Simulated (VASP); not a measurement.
Here is a VASP 6.6.1 calculation.

INCAR

```
PREC = Accurate
ENCUT = 520
EDIFF = 1E-8
ISMEAR = -1
SIGMA = 0.02
LREAL = False
LASPH = True
NELM = 80
ALGO = Normal
ISIF = 2
LWAVE = False
LCHARG = False
GGA = CA
LEFG = True
NBANDS = 15
```

The input KPOINTS:

```
regular mesh
0
Gamma
  8 8 8
```

Contents of POSCAR:

```
SrO
1.0
    0.0000000000      2.5868190390      2.5868190390
    2.5868190390      0.0000000000      2.5868190390
    2.5868190390      2.5868190390      0.0000000000
Sr O
1 1
Direct
    0.0000000000      0.0000000000      0.0000000000
    0.5000000000      0.5000000000      0.5000000000
```

Potentials or basis: VASP PAW LDA potentials, release 64 (Sr_sv, O).

Run with:

```sh
$ cat potpaw_LDA.64/Sr_sv/POTCAR potpaw_LDA.64/O/POTCAR > POTCAR
$ mpirun -np 1 vasp_std > vasp.out
```

Q: Predict the band gap on the k mesh.

A: 3.11 eV, indirect (least direct gap 3.21 eV).

Q: Predict the pressure.

A: -5.1 GPa.

Caveat: without QUAD_EFG the Cq values of the log hold for a quadrupole moment of 1 mb, not for the nuclei. A k mesh can miss the band edges.
